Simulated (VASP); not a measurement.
Write the native input for VASP 6.6.1 that does the following.

* Task: single point
* Functional: PBE
* Potentials or basis: VASP PAW PBE potentials, release 64 (Cu, O)
* Cutoff: 520 eV
* k mesh: 6 × 3 × 5
* Occupations: gaussian, width 0.05 eV
* Spin: collinear spin
* Starting moments: [1.0, 1.0, -1.0, -1.0, 0.0, 0.0, 0.0, 0.0] μB
* Hubbard terms: Cu d U = 4.0 eV
* Dipole correction: no
* Further INCAR settings: ALGO = Normal; EDIFF = 1e-07; NBANDS = 48

The structure of CuO lies in POSCAR:

```
CuO
1.0
    3.4220509700      0.0000000000      0.0000000000
    0.0000000000      6.8441019400      0.0000000000
    0.0000000000      0.0000000000      4.2604614800
Cu O
4 4
Direct
    0.0000000000      0.2500000000      0.0000000000
    0.5000000000      0.0000000000      0.5000000000
    0.0000000000      0.7500000000      0.0000000000
    0.5000000000      0.5000000000      0.5000000000
    0.0000000000      0.0000000000      0.2500000000
    0.0000000000      0.0000000000      0.7500000000
    0.0000000000      0.5000000000      0.2500000000
    0.0000000000      0.5000000000      0.7500000000
```

One way to write it, as run:

INCAR

```
SYSTEM = CuO
ALGO     = Normal         ! electronic algorithm
EDIFF    = 1E-7           ! SCF threshold, eV
ENCUT    = 520            ! plane-wave cutoff, eV
GGA      = PE             ! functional
ISIF     = 2              ! what is computed and relaxed
ISMEAR   = 0              ! smearing method
ISPIN    = 2              ! spin polarisation
LASPH    = .True.         ! aspherical terms in the spheres
LCHARG   = .True.         ! write CHGCAR
LDAU     = .True.         ! DFT+U
LDAUJ    = 0 0          
LDAUL    = 2 -1           ! shell
LDAUPRINT= 1            
LDAUTYPE = 2            
LDAUU    = 4 0            ! U, eV
LELF     = .True.         ! ELF
LMAXMIX  = 4              ! l up to which the mixer works
LORBIT   = 11             ! projections on sites
LREAL    = .False.        ! projectors in reciprocal space
LVHAR    = .True.       
LWAVE    = .False.        ! write WAVECAR
MAGMOM   = 1 1 -1 -1 0 0 0 0 ! initial moments
NBANDS   = 48             ! bands
NELM     = 150            ! most SCF steps
PREC     = Accurate       ! precision mode
SIGMA    = 0.05           ! smearing width, eV
```

KPOINTS

```
k-points
0
Gamma
  6 3 5
  0 0 0
```

Potentials or basis: VASP PAW PBE potentials, release 64 (Cu, O).

The run is started by

```console
$ cat potpaw_PBE.64/Cu/POTCAR potpaw_PBE.64/O/POTCAR > POTCAR
$ mpirun -np 1 vasp_std > vasp.out
```

It gave:

* Pressure: -2.7 GPa
* Band gap on the k mesh: zero (filled and empty bands overlap)
* Net moment: 0.00 μB per cell
* Site moments: Cu +0.00, +0.32, -0.00, -0.32; O +0.07, -0.07 (each value once) μB
* Valence electrons inside the program's atomic spheres: Cu 9.92, 9.89 (each value once); O 4.88

It took 9.8 min on 1 thread of AMD EPYC 7R13, on a shared host, peak memory 0.31 GiB.
